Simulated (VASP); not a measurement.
# W (Im-3m) in VASP: further runs

W is run at these levels: PBE; tasks: single point, relaxation of cell and atoms.

Program: VASP 6.6.1. These are calculated values, not measurements. Logs are shortened: lines on timing, memory, paths and dates and some standing lists are left out, and cuts for length are marked.

## 1. The cell of the first run

It takes space group Im-3m (No. 229, cubic). Conventional cell: a = 3.184 Å, b = 3.184 Å, c = 3.184 Å, α = 90.00°, β = 90.00°, γ = 90.00°. W (site symmetry m-3m) has 14 W at 2.76 to 3.18 Å within 3.6 Å.

## 2. Single point, PBE

The input, INCAR:

```
SYSTEM = W
PREC = Accurate ; ENCUT = 520
EDIFF = 1E-7 ; ISMEAR = -1
SIGMA = 0.1 ; LREAL = .False.
LASPH = .True. ; NELM = 80
ALGO = Normal ; ISIF = 2
LWAVE = .False. ; LCHARG = .False.
GGA = PE ; NBANDS = 13
```

The input, KPOINTS:

```
Automatic mesh
0
Gamma
  19 19 19
  0 0 0
```

The input, POSCAR:

```
W
1.0
   -1.5917658882      1.5917658882      1.5917658882
    1.5917658882     -1.5917658882      1.5917658882
    1.5917658882      1.5917658882     -1.5917658882
W
1
Direct
    0.0000000000      0.0000000000      0.0000000000
```

Potentials or basis: VASP PAW PBE potentials, release 64 (W_sv).

Command:

```
$ cat potpaw_PBE.64/W_sv/POTCAR > POTCAR
$ mpirun -np 1 vasp_std > vasp.out
```

OUTCAR:

```text
SYSTEM = W
   PREC = Accurate
   ENCUT = 520
   EDIFF = 1E-7
   ISMEAR = -1
   LREAL = .False.
   LASPH = .True.
   NELM = 80
   ISIF = 2
   GGA = PE

 ion  position               nearest neighbor table
   1  0.000  0.000  0.000-

  LATTYP: Found a body centered cubic cell.
 ALAT       =     3.1835317764

  Lattice vectors:

 A1 = (  -1.5917658882,   1.5917658882,   1.5917658882)
 A2 = (   1.5917658882,  -1.5917658882,   1.5917658882)
 A3 = (   1.5917658882,   1.5917658882,  -1.5917658882)

Analysis of symmetry for initial positions (statically):
=====================================================================
 Subroutine PRICEL returns:
 Original cell was already a primitive cell.

 Routine SETGRP: Setting up the symmetry group for a
 body centered cubic supercell.

 Subroutine GETGRP returns: Found 48 space group operations
 (whereof 48 operations were pure point group operations)
 out of a pool of 48 trial point group operations.

The static configuration has the point symmetry O_h .

Analysis of symmetry for dynamics (positions and initial velocities):
=====================================================================
 Subroutine PRICEL returns:
 Original cell was already a primitive cell.

 Routine SETGRP: Setting up the symmetry group for a
 body centered cubic supercell.

 Subroutine GETGRP returns: Found 48 space group operations
 (whereof 48 operations were pure point group operations)
 out of a pool of 48 trial point group operations.

The dynamic configuration has the point symmetry O_h .

 Subroutine INISYM returns: Found 48 space group operations
 (whereof 48 operations are pure point group operations),
 and found     1 'primitive' translations

----------------------------------------------------------------------------------------

                                     Primitive cell

  volume of cell :      16.1323

  direct lattice vectors                    reciprocal lattice vectors
    -1.591765888  1.591765888  1.591765888     0.000000000  0.314116544  0.314116544
     1.591765888 -1.591765888  1.591765888     0.314116544  0.000000000  0.314116544
     1.591765888  1.591765888 -1.591765888     0.314116544  0.314116544  0.000000000

  length of vectors
     2.757019392  2.757019392  2.757019392     0.444227877  0.444227877  0.444227877

  position of ions in fractional coordinates (direct lattice)
     0.000000000  0.000000000  0.000000000

  ion indices of the primitive-cell ions
   primitive index   ion index
                 1           1

----------------------------------------------------------------------------------------

 KPOINTS: Automatic mesh

Automatic generation of k-mesh.
 Grid dimensions read from file:
 generate k-points for:   19   19   19

 Generating k-lattice:

  Cartesian coordinates                     Fractional coordinates (reciprocal lattice)
     0.000000000  0.016532450  0.016532450     0.052631579  0.000000000  0.000000000
     0.016532450  0.000000000  0.016532450     0.000000000  0.052631579  0.000000000
     0.016532450  0.016532450  0.000000000     0.000000000  0.000000000  0.052631579

  Length of vectors
     0.023380415  0.023380415  0.023380415

  Shift w.r.t. Gamma in fractional coordinates (k-lattice)
     0.000000000  0.000000000  0.000000000

 Subroutine IBZKPT returns following result:
 ===========================================

 Found    220 irreducible k-points:

 Following reciprocal coordinates:
            Coordinates               Weight
  0.000000  0.000000  0.000000      1.000000
  0.052632  0.000000  0.000000     12.000000
  0.105263  0.000000  0.000000     12.000000
  0.157895  0.000000  0.000000     12.000000
  0.210526  0.000000  0.000000     12.000000
  0.263158  0.000000  0.000000     12.000000
[... 16 lines left out ...]
  0.263158  0.105263  0.000000     48.000000
  0.315789  0.105263 -0.000000     48.000000
 [... further k-points ...]
   k-points           NKPTS =    220   k-points in BZ     NKDIM =    220   number of bands    NBANDS=     13
   number of dos      NEDOS =    301   number of ions     NIONS =      1
   total plane-waves  NPLWV =  13824
   dimension x,y,z NGX =    24 NGY =   24 NGZ =   24
   dimension x,y,z NGXF=    48 NGYF=   48 NGZF=   48
   ions per type =               1
   NGX,Y,Z   is equivalent  to a cutoff of  14.47, 14.47, 14.47 a.u.
   NGXF,Y,Z  is equivalent  to a cutoff of  28.94, 28.94, 28.94 a.u.
 SYSTEM =  W
   PREC   = accura    normal or accurate (medium, high low for compatibility)
   ISTART =      0    job   : 0-new  1-cont  2-samecut
   ICHARG =      2    charge: 1-file 2-atom 10-const
   ISPIN  =      1    spin polarized calculation?
   LNONCOLLINEAR =      F non collinear calculations
   LSORBIT =      F    spin-orbit coupling
   LASPH  =      T    aspherical Exc in radial PAW
   ENCUT  =  520.0 eV  38.22 Ry    6.18 a.u.   5.13  5.13  5.13*2*pi/ulx,y,z
   NELM   =     80;   NELMIN=  2; NELMDL= -5     # of ELM steps
   EDIFF  = 0.1E-06   stopping-criterion for ELM
   LREAL  =      F    real-space projection
   EDIFFG = 0.1E-05   stopping-criterion for IOM
   NSW    =      0    number of steps for IOM
   IBRION =     -1    ionic relax: 0-MD 1-quasi-New 2-CG
   NFREE  =      0    steps in history (QN), initial steepest desc. (CG)
   ISIF   =      2    stress and relaxation
   ISYM   =      2    0-nonsym 1-usesym 2-fastsym
   POTIM  = 0.5000    time-step for ionic-motion
   TEBEG  =    0.0;   TEEND  =   0.0 temperature during run
   PSTRESS=    0.0 pullay stress
   NELECT =      14.0000    total number of electrons
   NUPDOWN=      -1.0000    fix difference up-down
   EMIN   =  10.00;   EMAX   =-10.00  energy-range for DOS
   EFERMI =   0.00;   METHOD = LEGACY
   ISMEAR =    -1;   SIGMA  =   0.10  broadening in eV -4-tet -1-fermi 0-gaus
   EFERMI_NEDOS =   21; number of points for ismear=-14 and -15
   IALGO  =     38    algorithm
   IMIX   =      4    mixing-type and parameters
     AMIX     =   0.40;   BMIX     =  1.00
     AMIX_MAG =   1.60;   BMIX_MAG =  1.00
  volume/ion in A,a.u.               =      16.13       108.87
  Fermi-wavevector in a.u.,A,eV,Ry     =   1.561535  2.950873 33.176320  2.438391
  Thomas-Fermi vector in A             =   2.664586
   LORBIT       =      0    0 simple, 1 ext, 2 COOP (PROOUT), +10 PAW based schemes
   GGA     = PE    functional components
   LHFCALC =     F    Hartree Fock is set to
   AEXX    =    0.0000 exact exchange contribution
   IVDW    =     0    specifies the selected vdW correction
   LEPSILON=     F    determine dielectric tensor
   LRPA    =     F    only Hartree local field effects (RPA)
 non-spin polarized calculation
  energy-cutoff  :      520.00
  volume of cell :       16.13
 maximum number of plane-waves:       448
 NGX is ok and might be reduce to    24
   NGX = 11   NGY = 11   NGZ = 11

 number of electron      14.0000002 magnetization

 Free energy of the ion-electron system (eV)
  ---------------------------------------------------
  ext. energy  EPLUGINS =         0.00000000
  ---------------------------------------------------
  free energy    TOTEN  =       -12.96295912 eV

  energy without entropy =      -12.94848510  energy(sigma->0) =      -12.95572211

 E-fermi :  11.1636     XC(G=0): -13.5413

 val. band max:       11.1625690681   @ k =  -0.2105   0.2632   0.1053
 cond. band min:      11.1843110585   @ k =   0.4211   0.0526   0.0000
 fundamental gap:      0.0217419904
 Fermi energy:        11.1635976175

 k-point     1 :       0.0000    0.0000    0.0000
  band No.  band energies     occupation
      1     -63.0138      2.00000
      2     -26.6011      2.00000
      3     -26.6011      2.00000
      4     -26.6011      2.00000
      5       1.6513      2.00000
      6       9.9923      1.99998
      7       9.9923      1.99998
      8       9.9923      1.99998
      9      13.4120      0.00000
     10      13.4120      0.00000
     11      25.6677      0.00000
     12      25.6677      0.00000
     13      25.6677      0.00000

 k-point     2 :       0.0526    0.0000    0.0000
  band No.  band energies     occupation
      1     -63.0105      2.00000
      2     -26.6367      2.00000
      3     -26.6123      2.00000
      4     -26.6013      2.00000
      5       1.7831      2.00000
      6       9.9119      1.99999
      7       9.9748      1.99999
      8      10.1189      1.99994
      9      13.2821      0.00000
     10      13.4127      0.00000
     11      25.7807      0.00000
     12      25.8922      0.00000
     13      25.9904      0.00000

 k-point     3 :       0.1053    0.0000    0.0000
  band No.  band energies     occupation
      1     -63.0008      2.00000
      2     -26.7385      2.00000
      3     -26.6443      2.00000
      4     -26.6017      2.00000
      5       2.1659      2.00000
      6       9.6882      2.00000
      7       9.9004      1.99999
      8      10.4951      1.99750
      9      12.9928      0.00000
     10      13.4206      0.00000
     11      26.0696      0.00000
     12      26.5472      0.00000
     13      26.8274      0.00000
[... 305 lines left out ...]
 k-point    23 :       0.2632    0.1053    0.0000
  band No.  band energies     occupation
      1     -62.9218      2.00000
      2     -27.4781      2.00000
      3     -26.8997      2.00000
      4     -26.6524      2.00000
      5       5.1049      2.00000
      6       8.3096      2.00000
      7       9.1399      2.00000
      8      12.7468      0.00000
      9      14.0577      0.00000
     10      14.7080      0.00000
     11      24.6748      0.00000
     12      26.0926      0.00000
     13      30.5782      0.00000

 k-point    24 :       0.3158    0.1053   -0.0000
  band No.  band energies     occupation
      1     -62.9056      2.00000
      2     -27.6162      2.00000
      3     -26.9639      2.00000
      4     -26.6546      2.00000
      5       5.3721      2.00000
      6       8.0638      2.00000
      7       9.6463      2.00000
      8      13.0285      0.00000
      9      14.1814      0.00000
     10      15.9275      0.00000
     11      23.4978      0.00000
     12      24.7687      0.00000
     13      29.3184      0.00000

 [... further k-points ...]

------------------------ aborting loop because EDIFF is reached ----------------------------------------

  FORCE on cell =-STRESS in cart. coord.  units (eV):
  Direction    XX          YY          ZZ          XY          YZ          ZX
  --------------------------------------------------------------------------------------
  -------------------------------------------------------------------------------------
  Total        0.0510521      0.0510521      0.0510521      0.0000000      0.0000000      0.0000000
  in kB        5.0702167      5.0702167      5.0702167      0.0000000      0.0000000      0.0000000
  external PRESSURE =       5.0702167 kB  Pullay stress =       0.0000000 kB

 VOLUME and BASIS-vectors are now :
 -----------------------------------------------------------------------------
  energy-cutoff  :      520.00
  volume of cell :       16.13
      direct lattice vectors                 reciprocal lattice vectors
    -1.591765888  1.591765888  1.591765888     0.000000000  0.314116544  0.314116544
     1.591765888 -1.591765888  1.591765888     0.314116544  0.000000000  0.314116544
     1.591765888  1.591765888 -1.591765888     0.314116544  0.314116544  0.000000000

 POSITION                                       TOTAL-FORCE (eV/Angst)
 -----------------------------------------------------------------------------------
      0.00000      0.00000      0.00000         0.000000     -0.000000     -0.000000
 -----------------------------------------------------------------------------------
    total drift:                               -0.000000      0.000000      0.000000

  FREE ENERGIE OF THE ION-ELECTRON SYSTEM (eV)
  ---------------------------------------------------
  free  energy   TOTEN  =       -12.9629591245 eV

  energy  without entropy=      -12.9484850992  energy(sigma->0) =      -12.95572211
```

It took 13 s on 1 thread of Intel Xeon 6975P-C (Granite Rapids), shared host; peak memory 0.17 GiB.

Results:

- Free energy: -12.9630 eV
- Pressure: 0.5 GPa
- Band gap on the k mesh: zero (bands 7 and 8 overlap by 5.91 eV)

Caveat: spin-orbit coupling is left out, which moves the levels of the heavy elements.

## 3. Relaxation of cell and atoms, PBE

The input, INCAR:

```
  ALGO = Normal
  EDIFF = 1E-7
  EDIFFG = -0.005
  ENCUT = 600
  GGA = PE
  IBRION = 2
  ISIF = 3
  ISMEAR = -1
  LASPH = True
  LCHARG = False
  LREAL = False
  LWAVE = False
  NELM = 60
  NSW = 60
  PREC = Accurate
  SIGMA = 0.1
```

The input, KPOINTS:

```
k-points
0
Gamma
  19 19 19
```

The input, POSCAR:

```
W
1.0
   -1.5921819128      1.5921819128      1.5921819128
    1.5921819128     -1.5921819128      1.5921819128
    1.5921819128      1.5921819128     -1.5921819128
W
1
Direct
    0.0000000000      0.0000000000      0.0000000000
```

Potentials or basis: VASP PAW PBE potentials, release 64 (W_sv).

Command:

```
$ cat potpaw_PBE.64/W_sv/POTCAR > POTCAR
$ mpirun -np 1 vasp_std > vasp.out
```

Wall time 26 s (1 thread of Intel Xeon 6975P-C (Granite Rapids), shared host); peak memory 0.18 GiB.

The run converged. Its results:

| Property | Result |
| --- | --- |
| Free energy | -12.9632 eV |
| Relaxed volume | 16.16 Å³/atom |
| Relaxed cell | a = 2.759 Å, b = 2.759 Å, c = 2.759 Å, α = 109.47°, β = 109.47°, γ = 109.47° |
| Space group after relaxing (to 0.1 Å) | Im-3m (No. 229) |
| Energy gained by relaxing | 0.0 meV/atom |
| Ionic steps | 3 |
| Pressure after relaxing | 0.0 GPa |
| Band gap on the k mesh | zero (bands 7 and 8 overlap by 5.89 eV) |

Final structure:
```xyz
1
Lattice="-1.5927 1.5927 1.5927 1.5927 -1.5927 1.5927 1.5927 1.5927 -1.5927" Properties=species:S:1:pos:R:3 pbc="T T T"
W     0.0000    0.0000    0.0000
```

Levels at points of the mesh, in eV from the Fermi level:
| k point | band 4 | band 5 | band 6 | band 7 | band 8 | band 9 | band 10 | band 11 |
| --- | --- | --- | --- | --- | --- | --- | --- | --- |
| (0.00, 0.00, 0.00) | -37.77 | -9.50 | -1.17 | -1.17 | -1.17 | 2.24 | 2.24 | 14.50 |

Caveat: spin-orbit coupling is left out, which moves the levels of the heavy elements.

(Part 1 of 2 ends here.)
